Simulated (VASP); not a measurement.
A run of VASP 6.6.1:

Contents of INCAR:

```
SYSTEM = HfO2
PREC = Accurate
ENCUT = 520
EDIFF = 1E-8
ISMEAR = 0
SIGMA = 0.01
LREAL = .False.
LASPH = .True.
NELM = 100
ALGO = Normal
ISIF = 2
LWAVE = .False.
LCHARG = .True.
GGA = PS
IBRION = 8
NSW = 1
LEPSILON = .True.
```

File KPOINTS:

```
regular mesh
0
Gamma
  6 6 4
  0 0 0
```

POSCAR

```
HfO2
1.0
    3.5670962752      0.0000000000      0.0000000000
    0.0000000000      3.5670962752      0.0000000000
    0.0000000000      0.0000000000      5.1660594455
Hf O
2 4
Direct
    0.0000000000      0.0000000000      0.0000000000
    0.5000000000      0.5000000000      0.5000000000
    0.0000000000      0.5000000000      0.2999008886
    0.0000000000      0.5000000000      0.7999008886
    0.5000000000      0.0000000000      0.7000991114
    0.5000000000      0.0000000000      0.2000991114
```

Potentials or basis: VASP PAW PBE potentials, release 64 (Hf_pv, O).

Launch:

```console
$ cat potpaw_PBE.64/Hf_pv/POTCAR potpaw_PBE.64/O/POTCAR > POTCAR
$ mpirun -np 1 vasp_std > vasp.out
```

Hardware: 1 thread of Intel Xeon 8259CL, on a shared host.

Question: Estimate the wall time of this run.

Answer: It took 19 min on 1 thread of Intel Xeon 8259CL, on a shared host, peak memory 0.51 GiB. Counts: scf iterations 205, k points 30.
